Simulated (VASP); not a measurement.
Runs of VASP 6.6.1 on AlO2. The structure is that of space group Cmcm (No. 63), or close to it. The cells are those of the table. 

```tsv
task	level	cell	cutoff (eV)	gap on the mesh (eV)	pressure (GPa)	largest force (eV/Å)
single point	PBE	a = 5.714, b = 5.714, c = 3.718 Å, angles 90.0, 90.0, 149.2°, 6 atoms	520	none	-10.5	0.20
single point	PBE	a = 5.566, b = 5.566, c = 3.622 Å, angles 90.0, 90.0, 149.2°, 6 atoms	520	none	(a)	0.89
relaxation of cell and atoms	PBEsol	relaxed to 10 GPa from a = 5.604, b = 5.604, c = 3.647 Å, angles 90.0, 90.0, 149.2°, 6 atoms	600	(b)	10.0	-
single point	PBE	a = 5.678, b = 5.678, c = 3.695 Å, angles 90.0, 90.0, 149.2°, 6 atoms	520	none	-7.7	0.36
single point	PBEsol	a = 5.136, b = 5.136, c = 3.592 Å, angles 90.0, 90.0, 147.0°, 6 atoms	520	0.98	0.1	0.02
relaxation of cell and atoms	PBEsol	relaxed to 5 GPa from a = 5.604, b = 5.604, c = 3.647 Å, angles 90.0, 90.0, 149.2°, 6 atoms	600	1.03	5.1	0.01
single point	PBE	a = 5.641, b = 5.641, c = 3.671 Å, angles 90.0, 90.0, 149.2°, 6 atoms	520	none	-4.7	0.52
relaxation of cell and atoms	PBEsol	relaxed to 30 GPa from a = 5.604, b = 5.604, c = 3.647 Å, angles 90.0, 90.0, 149.2°, 6 atoms	600	1.20	30.0	0.01
```

Alike in all rows: potentials or basis VASP PAW PBE potentials, release 64 (Al, O); no spin polarisation; k mesh 9 × 9 × 7; smearing fermi-dirac 0.05 eV.

Problem. Estimate the missing entries.

Solution. (a) 2.4; (b) 1.07.

Caveats: the PAW data sets were made with another functional, which shifts forces and pressure a little (some runs); the cell is relaxed towards a set pressure, so the enthalpy falls and the energy may rise (some runs).

A k mesh can miss the band edges.

A gap of «none» marks levels without a gap at the run's occupations.
